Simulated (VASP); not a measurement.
The system is HfC.

```xyz
2
Lattice="0.0000 2.3250 2.3250 2.3250 0.0000 2.3250 2.3250 2.3250 0.0000" Properties=species:S:1:pos:R:3 pbc="T T T"
Hf    2.3250    2.3250    2.3250
C     0.0000    0.0000    0.0000
```

- Program: VASP 6.6.1
- Task: relaxation of cell and atoms
- Functional: LDA
- Potentials or basis: VASP PAW LDA potentials, release 64 (Hf_pv, C)
- Cutoff: 600 eV
- k mesh: 18 × 18 × 18
- Occupations: fermi-dirac, width 0.08 eV
- Spin: no spin polarisation

At the start: pressure -11.7 GPa; volume 12.57 Å³/atom.

Question: How do energy, volume and symmetry change on relaxing?

Answer: Over 7 steps the energy falls by 22.5 meV/atom and the volume is 11.98 Å³/atom (-4.7 %); space group Fm-3m (No. 225, to 0.1 Å) before and after.

The path:
| step | energy change (eV) | largest force (eV/Å) | pressure (GPa) | volume (Å³) |
| --- | --- | --- | --- | --- |
| 1 | 0.0000 | 0.0000 | -11.68 | 25.14 |
| 2 | 0.1166 | 0.0000 | 27.78 | 21.95 |
| 3 | -0.0449 | 0.0000 | -0.35 | 23.98 |
| 4 | -0.0449 | 0.0000 | -0.03 | 23.96 |
| 5 | -0.0449 | 0.0000 | 0.22 | 23.93 |
| 6 | -0.0449 | 0.0000 | -0.34 | 23.98 |
| 7 | -0.0449 | 0.0000 | 0.00 | 23.95 |

Final structure:
```
CELL_PARAMETERS angstrom
0.00000 2.28791 2.28791
2.28791 0.00000 2.28791
2.28791 2.28791 0.00000
ATOMIC_POSITIONS crystal
Hf 0.50000 0.50000 0.50000
C 0.00000 0.00000 0.00000
```
